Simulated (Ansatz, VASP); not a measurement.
## One calculation of Al2O3, two programs

Contents of INCAR:

```
SYSTEM = Al2O3
PREC     = Accurate       ! precision mode
ENCUT    = 600            ! plane-wave cutoff, eV
EDIFF    = 1E-6           ! SCF threshold, eV
ISMEAR   = 0              ! smearing method
SIGMA    = 0.02           ! smearing width, eV
LREAL    = .FALSE.        ! projectors in reciprocal space
LASPH    = .TRUE.         ! aspherical terms in the spheres
NELM     = 60             ! most SCF steps
ALGO     = Normal         ! electronic algorithm
ISIF     = 3              ! what is computed and relaxed
LWAVE    = .FALSE.        ! write WAVECAR
LCHARG   = .FALSE.        ! write CHGCAR
GGA      = PE             ! functional
IVDW     = 12             ! dispersion correction
IBRION   = 2              ! ionic algorithm
NSW      = 100            ! ionic steps
EDIFFG   = -0.005         ! ionic threshold
```

Contents of KPOINTS:

```
Automatic mesh
0
G
  9 9 4
  0 0 0
```

POSCAR

```
Al2O3
1.0
    2.8843249483      0.0000000000      0.0000000000
   -1.4421624742      2.4978986780      0.0000000000
    0.0000000000      0.0000000000      9.3367544600
Al O
2 3
Direct
    0.0000000000      0.0000000000      0.1499923300
    0.0000000000      0.0000000000      0.8500076700
    0.3333333300      0.6666666700      0.2223169200
    0.6666666700      0.3333333300      0.0000000000
    0.3333333300      0.6666666700      0.7776830800
```

Input for Ansatz:

```yaml
crystal:
  lattice:
    - [2.8843249483, 0.0, 0.0]
    - [-1.4421624742, 2.497898678, 0.0]
    - [0.0, 0.0, 9.33675446]
  atoms:
    - { symbol: Al, position: [0.0, 0.0, 0.14999233] }
    - { symbol: Al, position: [0.0, 0.0, 0.85000767] }
    - { symbol: O, position: [0.33333333, 0.66666667, 0.22231692] }
    - { symbol: O, position: [0.66666667, 0.33333333, 0.0] }
    - { symbol: O, position: [0.33333333, 0.66666667, 0.77768308] }
basis:
  ecutwfc: 520.0
kpoints:
  mp_grid: { grid: [9, 9, 4] }
hamiltonian:
  xc: pbe
  dispersion: d3bj
scf:
  occupations: { method: gaussian, width: 0.02 }
output:
  forces: true
  stress: true
  eigenvalues: true
  write_density: true
  write_potential: true
  elf: true
  volumetric_format: npy
relax:
  adjacent_minimum: "off"
  f_tol: 0.005
  max_steps: 80
  cell: { stress_tol: 0.05 }
```

Alike in both runs: task relaxation of cell and atoms; functional PBE; dispersion D3(BJ); k mesh 9 × 9 × 4; occupations gaussian, width 0.02 eV; no spin polarisation.

|  | VASP | Ansatz |
| --- | --- | --- |
| version | VASP 6.6.1 | Ansatz 0.2.0 |
| potentials or method | VASP PAW PBE potentials, release 64 (Al, O), cutoff 600 eV | scalar-relativistic, plane waves, PAW |
| valence electrons in the cell | 24 | 24 |

|  | VASP | Ansatz | Ansatz less VASP |
| --- | --- | --- | --- |
| gap on the k mesh at the Fermi level, each at its own relaxed structure (eV) | 4.56 | 4.58 | +0.020 |
| relaxed volume (Å³/atom) | 10.36 | 10.39 | +0.029 |
| relaxed length of the cell vector where the two differ most in proportion (Å) | 7.276 | 7.296 | +0.0202 |

Noted on VASP's run: the volume moved by over 15 % at a fixed basis, so the end points are rough.
